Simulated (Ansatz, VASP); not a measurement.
# BeS: VASP beside Ansatz

INCAR

```
SYSTEM = BeS
ALGO     = Normal         ! electronic algorithm
EDIFF    = 1E-8           ! SCF threshold, eV
ENCUT    = 520            ! plane-wave cutoff, eV
GGA      = PE             ! functional
ISIF     = 2              ! what is computed and relaxed
ISMEAR   = -1             ! smearing method
LASPH    = .TRUE.         ! aspherical terms in the spheres
LCHARG   = .FALSE.        ! write CHGCAR
LEFG     = .TRUE.       
LREAL    = .FALSE.        ! projectors in reciprocal space
LWAVE    = .FALSE.        ! write WAVECAR
NBANDS   = 11             ! bands
NELM     = 60             ! most SCF steps
PREC     = Accurate       ! precision mode
SIGMA    = 0.02           ! smearing width, eV
```

The input KPOINTS:

```
k-points
0
G
  9 9 9
  0 0 0
```

File POSCAR:

```
BeS
1.0
    0.0000000000      2.4087243418      2.4087243418
    2.4087243418      0.0000000000      2.4087243418
    2.4087243418      2.4087243418      0.0000000000
Be S
1 1
Direct
    0.0000000000      0.0000000000      0.0000000000
    0.7500000000      0.7500000000      0.7500000000
```

Input for Ansatz:

```yaml
crystal:
  lattice:
    - [0.0, 2.4087243418, 2.4087243418]
    - [2.4087243418, 0.0, 2.4087243418]
    - [2.4087243418, 2.4087243418, 0.0]
  atoms:
    - { symbol: Be, position: [0.0, 0.0, 0.0] }
    - { symbol: S, position: [0.75, 0.75, 0.75] }
kpoints:
  mp_grid: { grid: [9, 9, 9] }
scf:
  occupations: { method: fermi_dirac, width: 0.02 }
hamiltonian:
  xc: pbe
  pseudopotentials: { kind: paw }
output:
  forces: true
  stress: true
  eigenvalues: true
  efg: { contact_densities: true }
```

Change from the starting cell: volume scaled by 0.98, PAW files.

Alike in both runs: task electric field gradients; functional PBE; k mesh 9 × 9 × 9; occupations fermi-dirac, width 0.02 eV; no spin polarisation.

|  | VASP | Ansatz |
| --- | --- | --- |
| version | VASP 6.6.1 | Ansatz 0.2.0 |
| potentials or method | VASP PAW PBE potentials, release 64 (Be, S) | PAW with Ansatz's default frozen-core files, scalar-relativistic |
| plane-wave cutoff (eV) | 520 | 420 |
| valence electrons in the cell | 8 | 8 |

|  | VASP | Ansatz | Ansatz less VASP |
| --- | --- | --- | --- |
| gap on the k mesh at the Fermi level (eV) | 3.16 | 3.16 | -0.001 |
| pressure (GPa) | 3.6 | 3.6 | -0.01 |
